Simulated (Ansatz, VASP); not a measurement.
# One calculation of TaN, two programs

INCAR

```
  PREC = Accurate
  ENCUT = 520
  EDIFF = 1E-6
  ISMEAR = -1
  SIGMA = 0.01
  LREAL = F
  LASPH = T
  NELM = 60
  ALGO = Normal
  ISIF = 2
  LWAVE = F
  LCHARG = F
  GGA = PS
  NBANDS = 33
```

Contents of KPOINTS:

```
regular mesh
0
Gamma
  6 6 9
```

The input POSCAR:

```
TaN
1.0
    5.1440408582      0.0000000000      0.0000000000
   -2.5720204291      4.4548700613      0.0000000000
    0.0000000000      0.0000000000      2.9110000000
Ta N
3 3
Direct
    0.3333333333      0.6666666667      0.5000000000
    0.6666666667      0.3333333333      0.5000000000
    0.0000000000      0.0000000000      0.0000000000
    0.3928500000      0.0000000000      0.0000000000
    0.6071500000      0.6071500000      0.0000000000
    0.0000000000      0.3928500000      0.0000000000
```

Input for Ansatz:

```yaml
crystal:
  lattice:
    - [5.1440408582, 0.0, 0.0]
    - [-2.5720204291, 4.4548700613, 0.0]
    - [0.0, 0.0, 2.911]
  atoms:
    - { symbol: Ta, position: [0.3333333333, 0.6666666667, 0.5] }
    - { symbol: Ta, position: [0.6666666667, 0.3333333333, 0.5] }
    - { symbol: Ta, position: [0.0, 0.0, 0.0] }
    - { symbol: "N", position: [0.39285, 0.0, 0.0] }
    - { symbol: "N", position: [0.60715, 0.60715, 0.0] }
    - { symbol: "N", position: [0.0, 0.39285, 0.0] }
kpoints:
  mp_grid: { grid: [6, 6, 9] }
  band_path:
    path:
      - [0.0, 0.0, 0.0]
      - [0.5, 0.0, 0.0]
      - [0.3333333333, 0.3333333333, 0.0]
      - [0.0, 0.0, 0.0]
      - [0.0, 0.0, 0.5]
      - [0.5, 0.0, 0.5]
      - [0.3333333333, 0.3333333333, 0.5]
      - [0.0, 0.0, 0.5]
      - [0.5, 0.0, 0.5]
    npoints: 5
scf:
  occupations: { method: fermi_dirac, width: 0.01 }
hamiltonian:
  xc: pbesol
  pseudopotentials: { kind: all_electron, lapw: { basis_error: 0.001 } }
output:
  forces: true
  stress: true
  eigenvalues: true
```

Change from the starting cell: equal xx and yy strain of -1 %.

Alike in both runs: task single point; functional PBEsol; k mesh 6 × 6 × 9; occupations fermi-dirac, width 0.01 eV; no spin polarisation.

|  | VASP | Ansatz |
| --- | --- | --- |
| version | VASP 6.6.1 | Ansatz 0.2.0 |
| potentials or method | VASP PAW PBE potentials, release 64 (Ta_pv, N), cutoff 520 eV | all-electron LAPW, scalar-relativistic |

|  | VASP | Ansatz | Ansatz less VASP |
| --- | --- | --- | --- |
| pressure (GPa) | 3.7 | 2.7 | -1.00 |
| traceless stress, the component that is largest in VASP (GPa) | -3.78 | -3.64 | +0.140 |
| rms of the force components (eV/Å) | 0.079 | 0.066 | -0.0131 |

VASP's potentials were made for PBE, not for PBEsol. Atom by atom the forces differ by 0.013 eV/Å (rms over components). Ansatz ran all-electron here, and VASP with PAW potentials.

Spin-orbit coupling is off throughout.
